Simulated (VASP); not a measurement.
Wanted: the native input for a VASP 6.6.1 run.

* Task: single point
* Functional: PBEsol
* Potentials or basis: VASP PAW PBE potentials, release 64 (K_sv)
* Cutoff: 520 eV
* k mesh: 12 × 12 × 12
* Occupations: gaussian, width 0.1 eV
* Spin: no spin polarisation
* Dipole correction: no
* Further INCAR settings: ALGO = Fast; EDIFF = 1e-07; NBANDS = 10

The structure of K lies in POSCAR:

```
K
1.0
    0.0000000000      3.4582517690      3.4582517690
    3.4582517690      0.0000000000      3.4582517690
    3.4582517690      3.4582517690      0.0000000000
K
1
Direct
    0.0000000000      0.0000000000      0.0000000000
```

This isn't the form of K at room conditions, which is bcc.

This cell differs from its parent crystal: strained.

These files were run (other wordings do the same):

INCAR

```
SYSTEM = K
PREC = Accurate ; ENCUT = 520
EDIFF = 1E-7 ; ISMEAR = 0
SIGMA = 0.1 ; LREAL = .FALSE.
LASPH = .TRUE. ; NELM = 80
ALGO = Fast ; ISIF = 2
LWAVE = .FALSE. ; LCHARG = .TRUE.
GGA = PS ; LELF = .TRUE.
LVHAR = .TRUE. ; NBANDS = 10
```

KPOINTS

```
regular mesh
0
G
  12 12 12
  0 0 0
```

Potentials or basis: VASP PAW PBE potentials, release 64 (K_sv).

Command:

```sh
$ cat potpaw_PBE.64/K_sv/POTCAR > POTCAR
$ mpirun -np 1 vasp_std > vasp.out
```

Results of the run:

```
Pressure               : -0.4 GPa
Band gap on the k mesh : zero (an odd number of electrons rules out a gap without spin polarisation)
```

Caveat: the cell differs from its parent crystal (strained); the PAW data sets were made with another functional, which shifts forces and pressure a little.

Run time: 36 s on 1 thread of AMD EPYC 9R45 96-Core Processor (Zen 5), with other jobs on the host, peak memory 0.2 GiB.
